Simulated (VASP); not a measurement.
Write the native input for VASP 6.6.1 that does the following.

* Task: single point
* Functional: PBE
* Potentials or basis: VASP PAW PBE potentials, release 64 (Re, Cl)
* Cutoff: 520 eV
* k mesh: 6 × 6 × 6
* Occupations: gaussian, width 0.1 eV
* Spin: collinear spin
* Starting moments: [1.0, 0.0] μB
* Dipole correction: no
* Further INCAR settings: ALGO = Normal; EDIFF = 1e-07; NBANDS = 18

The structure of ReCl lies in POSCAR:

```
ReCl
1.0
    0.0000000000      2.7341958444      2.7341958444
    2.7341958444      0.0000000000      2.7341958444
    2.7341958444      2.7341958444      0.0000000000
Re Cl
1 1
Direct
    0.0000000000      0.0000000000      0.0000000000
    0.5000000000      0.5000000000      0.5000000000
```

The input as run:

INCAR

```
PREC     = Accurate       # precision mode
ENCUT    = 520            # plane-wave cutoff, eV
EDIFF    = 1E-7           # SCF threshold, eV
ISMEAR   = 0              # smearing method
SIGMA    = 0.1            # smearing width, eV
LREAL    = False          # projectors in reciprocal space
LASPH    = True           # aspherical terms in the spheres
NELM     = 150            # most SCF steps
ALGO     = Normal         # electronic algorithm
ISIF     = 2              # what is computed and relaxed
LWAVE    = False          # write WAVECAR
LCHARG   = False          # write CHGCAR
ISPIN    = 2              # spin polarisation
MAGMOM   = 1 0            # initial moments
LORBIT   = 11             # projections on sites
LMAXMIX  = 4              # l up to which the mixer works
GGA      = PE             # functional
NBANDS   = 18             # bands
```

KPOINTS

```
Automatic mesh
0
Gamma
  6 6 6
```

Potentials or basis: VASP PAW PBE potentials, release 64 (Re, Cl).

Launch:

```console
$ cat potpaw_PBE.64/Re/POTCAR potpaw_PBE.64/Cl/POTCAR > POTCAR
$ mpirun -np 1 vasp_std > vasp.out
```

It gave:

```
Pressure                                              : -9.6 GPa
Net moment                                            : 2.79 μB per cell
Site moments                                          : Re +2.52; Cl +0.02 μB
Valence electrons inside the program's atomic spheres : Re 5.33; Cl 4.96
```

Caveat: the cell stands under tension.

Run time: 21 s on 1 thread of Intel(R) Xeon(R) 6975P-C (Granite Rapids), with other jobs on the host, peak memory 0.19 GiB.
